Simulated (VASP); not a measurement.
# Si2W in VASP: single point with PBEsol

Aim: the single point of Si2W with PBEsol.

All numbers are computed with VASP 6.6.1; they aren't measurements. Logs are shortened: lines on timing, memory, paths and dates and some standing lists are left out, and cuts for length are marked.

### 1 The cell of the first run

The cell holds a slab with vacuum, 9 atoms: a = 3.202 Å, b = 4.517 Å, c = 24.909 Å, α = 90.00°, β = 90.00°, γ = 110.76°.

### 2 Single point, PBEsol

The input, INCAR:

```
PREC = Accurate
ENCUT = 520
EDIFF = 1E-6
ISMEAR = 0
SIGMA = 0.1
LREAL = False
LASPH = True
NELM = 100
ALGO = Normal
ISIF = 2
LWAVE = False
LCHARG = True
LDIPOL = True
IDIPOL = 3
DIPOL = 0.5 0.5 0.499
GGA = PS
LELF = True
LVHAR = True
LVACPOTAV = True
ISYM = 0
NBANDS = 43
```

The input, KPOINTS:

```
Automatic mesh
0
Gamma
  10 7 1
```

The input, POSCAR:

```
Si2W
1.0
    3.2024995638      0.0000000000      0.0000000000
   -1.6012497819      4.2232001592      0.0000000000
    0.0000000000      0.0000000000     24.9092506117
Si W
6 3
Direct
    0.4301706654      0.8603413308      0.3412386881
    0.8573471978      0.7146943956      0.4208273479
    0.5739295969      0.1478591939      0.4602056701
    0.0007512540      0.0014566038      0.5402309660
    0.7148788111      0.4290563225      0.5811562328
    0.1348209278      0.2685091637      0.6547676248
    0.1437589316      0.2875178632      0.3810330180
    0.2864726631      0.5728754113      0.4999113447
    0.4249673994      0.8495558596      0.6160443945
```

Potentials or basis: VASP PAW PBE potentials, release 64 (Si, W_sv).

Command:

```
$ cat potpaw_PBE.64/Si/POTCAR potpaw_PBE.64/W_sv/POTCAR > POTCAR
$ mpirun -np 1 vasp_std > vasp.out
```

OUTCAR:

```text
PREC = Accurate
   ENCUT = 520
   EDIFF = 1E-6
   ISMEAR = 0
   LREAL = False
   LASPH = True
   NELM = 100
   ISIF = 2
   GGA = PS
   ISYM = 0

 ion  position               nearest neighbor table
   1  0.430  0.860  0.341-   7 2.61   7 2.61   7 2.61   2 2.62   2 2.62
   2  0.857  0.715  0.421-   3 2.59   7 2.61   7 2.61   8 2.61   8 2.61   7 2.61   1 2.62   1 2.62
                             3 2.62   3 2.62
   3  0.574  0.148  0.460-   2 2.59   8 2.60   8 2.60   7 2.61   7 2.61   2 2.62   2 2.62   8 2.62
                             4 2.63   4 2.63
   4  0.001  0.001  0.540-   9 2.56   9 2.56   8 2.61   8 2.62   8 2.62   5 2.62   5 2.62   5 2.62
                             3 2.63   3 2.63   6 3.07
   5  0.715  0.429  0.581-   6 2.53   6 2.53   9 2.54   9 2.54   9 2.60   4 2.62   4 2.62   4 2.62
                             8 2.65   8 2.65
   6  0.135  0.269  0.655-   5 2.53   5 2.53   9 2.57   9 2.57   9 2.64   4 3.07
   7  0.144  0.288  0.381-   1 2.61   1 2.61   2 2.61   2 2.61   3 2.61   3 2.61   1 2.61   2 2.61
                             8 3.20
   8  0.286  0.573  0.500-   3 2.60   3 2.60   2 2.61   2 2.61   4 2.61   4 2.62   4 2.62   3 2.62
                             5 2.65   5 2.65   9 3.12   7 3.20
   9  0.425  0.850  0.616-   5 2.54   5 2.54   4 2.56   4 2.56   6 2.57   6 2.57   5 2.60   6 2.64
                             8 3.12

IMPORTANT INFORMATION: All symmetrisations will be switched off!
NOSYMM: (Re-)initialisation of all symmetry stuff for point group C_1.

----------------------------------------------------------------------------------------

                                     Primitive cell

  volume of cell :     336.8925

  direct lattice vectors                    reciprocal lattice vectors
     3.202499564  0.000000000  0.000000000     0.312256092  0.118393631  0.000000000
    -1.601249782  4.223200159  0.000000000     0.000000000  0.236787261  0.000000000
     0.000000000  0.000000000 24.909250612     0.000000000  0.000000000  0.040145728

  length of vectors
     3.202499564  4.516571758 24.909250612     0.333947480  0.236787261  0.040145728

  position of ions in fractional coordinates (direct lattice)
     0.430170665  0.860341331  0.341238688
     0.857347198  0.714694396  0.420827348
     0.573929597  0.147859194  0.460205670
     0.000751254  0.001456604  0.540230966
     0.714878811  0.429056323  0.581156233
     0.134820928  0.268509164  0.654767625
     0.143758932  0.287517863  0.381033018
     0.286472663  0.572875411  0.499911345
     0.424967399  0.849555860  0.616044395

  ion indices of the primitive-cell ions
   primitive index   ion index
                 1           1
                 2           2
                 3           3
                 4           4
                 5           5
                 6           6
                 7           7
                 8           8
[... 112 lines left out ...]
   IALGO  =     38    algorithm
   IMIX   =      4    mixing-type and parameters
     AMIX     =   0.40;   BMIX     =  1.00
     AMIX_MAG =   1.60;   BMIX_MAG =  1.00
  volume/ion in A,a.u.               =      37.43       252.61
  Fermi-wavevector in a.u.,A,eV,Ry     =   0.950807  1.796765 12.300127  0.904034
  Thomas-Fermi vector in A             =   2.079218
   LORBIT       =      0    0 simple, 1 ext, 2 COOP (PROOUT), +10 PAW based schemes
   GGA     = PS    functional components
   LHFCALC =     F    Hartree Fock is set to
   AEXX    =    0.0000 exact exchange contribution
   IVDW    =     0    specifies the selected vdW correction
   LEPSILON=     F    determine dielectric tensor
   LRPA    =     F    only Hartree local field effects (RPA)
 non-spin polarized calculation
 Gauss-broadening in eV      SIGMA  =   0.10
  energy-cutoff  :      520.00
  volume of cell :      336.89
 maximum number of plane-waves:      9126
   NGX = 11   NGY = 17   NGZ = 93

 dipolmoment           0.000000      0.000000      0.000421 electrons x Angstroem

 number of electron      66.0000001 magnetization

 dipolmoment           0.000000      0.000000     -0.000816 electrons x Angstroem

 Free energy of the ion-electron system (eV)
  ---------------------------------------------------
  ext. energy  EPLUGINS =         0.00000000
  ---------------------------------------------------
  free energy    TOTEN  =       -75.71252061 eV

  energy without entropy =      -75.69860524  energy(sigma->0) =      -75.70556292

 E-fermi :   0.8470     XC(G=0):  -5.3933

 val. band max:        0.8198871561   @ k =   0.4000   0.4286   0.0000
 cond. band min:       0.8658475735   @ k =   0.5000  -0.0000   0.0000
 fundamental gap:      0.0459604175
 Fermi energy:         0.8470115150

 k-point     1 :       0.0000    0.0000    0.0000
  band No.  band energies     occupation
      1     -72.6237      2.00000
      2     -72.5955      2.00000
      3     -72.5134      2.00000
      4     -37.0221      2.00000
      5     -36.9201      2.00000
      6     -36.8760      2.00000
[... 1093 lines left out ...]
     42       5.2433      0.00000
     43       5.4343      0.00000

 [... further k-points ...]

------------------------ aborting loop because EDIFF is reached ----------------------------------------

  FORCE on cell =-STRESS in cart. coord.  units (eV):
  Direction    XX          YY          ZZ          XY          YZ          ZX
  --------------------------------------------------------------------------------------
  -------------------------------------------------------------------------------------
  Total       -5.3495608     -2.8658584     -2.2182736      0.0562961     -0.5364477      0.0143212
  in kB      -25.4411833    -13.6293111    -10.5495587      0.2677302     -2.5512122      0.0681078
  external PRESSURE =     -16.5400177 kB  Pullay stress =       0.0000000 kB

 VOLUME and BASIS-vectors are now :
 -----------------------------------------------------------------------------
  energy-cutoff  :      520.00
  volume of cell :      336.89
      direct lattice vectors                 reciprocal lattice vectors
     3.202499564  0.000000000  0.000000000     0.312256092  0.118393631  0.000000000
    -1.601249782  4.223200159  0.000000000     0.000000000  0.236787261  0.000000000
     0.000000000  0.000000000 24.909250612     0.000000000  0.000000000  0.040145728

 POSITION                                       TOTAL-FORCE (eV/Angst)
 -----------------------------------------------------------------------------------
      0.00000      3.63339      8.50000        -0.007810      0.173029      0.566328
      1.60125      3.01830     10.48249        -0.006489     -0.074760     -0.918798
      1.60125      0.62444     11.46338         0.007865     -0.164648     -0.460145
      0.00007      0.00615     13.45675         0.000097     -0.002291     -0.000227
      1.60237      1.81199     14.47617        -0.000391     -0.001974      0.003010
      0.00181      1.13397     16.30977        -0.000880      0.005185      0.015548
     -0.00000      1.21425      9.49125         0.006637      0.062705      0.778283
      0.00011      2.41937     12.45242         0.000160     -0.000308      0.003752
      0.00061      3.58784     15.34520         0.000811      0.003060      0.012248
 -----------------------------------------------------------------------------------
    total drift:                               -0.000260      0.000066     -0.000098

  FREE ENERGIE OF THE ION-ELECTRON SYSTEM (eV)
  ---------------------------------------------------
  free  energy   TOTEN  =       -75.7125206075 eV

  energy  without entropy=      -75.6986052353  energy(sigma->0) =      -75.70556292

 vacuum level on the upper side and lower side of the slab         5.914         5.925
```

stdout:

```text
POSCAR found type information on POSCAR SiW
 POSCAR found :  2 types and       9 ions
 scaLAPACK will be used
 -----------------------------------------------------------------------------
|                                                                             |
[... 42 lines left out ...]
|     field-free region was found. Please increase the size of  your cell     |
|     in the dimension of the dipole correction to obtain accurate            |
|     workfunction values.                                                    |
|                                                                             |
 -----------------------------------------------------------------------------
```

Wall time 14 min (1 thread of Intel Xeon Platinum 8259CL at 2.50GHz (Skylake/Cascade Lake), shared host); peak memory 0.64 GiB.

What came out:

```
Free energy            : -75.7125 eV
Largest force          : 0.922 eV/Å
Band gap on the k mesh : zero (bands 33 and 34 overlap by 0.86 eV)
```

Forces in eV/Å, atoms in the order of the input:
```
Si  -0.008  0.173  0.566
Si  -0.006 -0.075 -0.919
Si   0.008 -0.165 -0.460
Si   0.000 -0.002  0.000
Si   0.000 -0.002  0.003
Si  -0.001  0.005  0.016
W    0.007  0.063  0.778
W    0.000  0.000  0.004
W    0.001  0.003  0.012
```

Levels at points of the mesh, in eV from the Fermi level:
| k point | band 31 | band 32 | band 33 | band 34 | band 35 | band 36 |
| --- | --- | --- | --- | --- | --- | --- |
| (0.00, 0.00, 0.00) | -0.84 | -0.12 | -0.03 | 1.08 | 1.82 | 2.62 |
| (0.50, 0.00, 0.00) | -0.79 | -0.54 | -0.19 | 0.02 | 1.62 | 1.80 |

Caveat: the PAW data sets were made with another functional, which shifts forces and pressure a little; spin-orbit coupling is left out, which moves the levels of the heavy elements.
